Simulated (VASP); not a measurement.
Wanted: the native input for a VASP 6.6.1 run.

```
Task                   : single point
Functional             : PBE
Potentials or basis    : VASP PAW PBE potentials, release 64 (Au)
Cutoff                 : 520 eV
k mesh                 : 10 × 10 × 10
Occupations            : fermi-dirac, width 0.1 eV
Spin                   : no spin polarisation
Dipole correction      : no
Further INCAR settings : ALGO = Normal; EDIFF = 1e-06; NBANDS = 18
```

The structure of Au lies in POSCAR:

```
Au
1.0
    0.0000000000      2.9955503238      2.9955503238
    2.9955503238      0.0000000000      2.9955503238
    2.9955503238      2.9955503238      0.0000000000
Au
2
Direct
    0.1250000000      0.1250000000      0.1250000000
    0.8750000000      0.8750000000      0.8750000000
```

This cell differs from its parent crystal: volume scaled by 0.92.

The input as run:

INCAR

```
SYSTEM = Au
  PREC = Accurate
  ENCUT = 520
  EDIFF = 1E-6
  ISMEAR = -1
  SIGMA = 0.1
  LREAL = .False.
  LASPH = .True.
  NELM = 100
  ALGO = Normal
  ISIF = 2
  LWAVE = .False.
  LCHARG = .False.
  GGA = PE
  NBANDS = 18
```

KPOINTS

```
regular mesh
0
Gamma
  10 10 10
  0 0 0
```

Potentials or basis: VASP PAW PBE potentials, release 64 (Au).

Run with:

```console
$ cat potpaw_PBE.64/Au/POTCAR > POTCAR
$ mpirun -np 1 vasp_std > vasp.out
```

It gave:

```
Pressure               : 5.6 GPa
Band gap on the k mesh : zero (band 11 reaches 3.91 eV, above the bottom of band 12 at 3.25 eV)
```

Caveat: spin-orbit coupling is left out, which moves the levels of the heavy elements.

Wall time 16 s on 1 thread of Intel(R) Xeon(R) Platinum 8488C (Sapphire Rapids), on a shared host, peak memory 0.19 GiB.
